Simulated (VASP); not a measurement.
Here is a VASP 6.6.1 calculation.

The input INCAR:

```
PREC = Accurate ; ENCUT = 520
EDIFF = 1E-6 ; ISMEAR = -1
SIGMA = 0.05 ; LREAL = F
LASPH = T ; NELM = 80
ALGO = Normal ; ISIF = 2
LWAVE = F ; LCHARG = F
GGA = PS ; NBANDS = 17
```

The input KPOINTS:

```
regular mesh
0
Gamma
  7 7 7
```

The input POSCAR:

```
TePb
1.0
    0.0000000000      3.1873324849      3.1873324849
    3.1873324849      0.0000000000      3.1873324849
    3.1873324849      3.1873324849      0.0000000000
Pb Te
1 1
Direct
    0.0000000000      0.0000000000      0.0000000000
    0.5000000000      0.5000000000      0.5000000000
```

Potentials or basis: VASP PAW PBE potentials, release 64 (Pb_d, Te).

The run is started by

```bash
$ cat potpaw_PBE.64/Pb_d/POTCAR potpaw_PBE.64/Te/POTCAR > POTCAR
$ mpirun -np 1 vasp_std > vasp.out
```

(1) What does it give for the pressure?

Results:

(1) 1.5 GPa.

Caveat: the PAW data sets were made with another functional, which shifts forces and pressure a little.
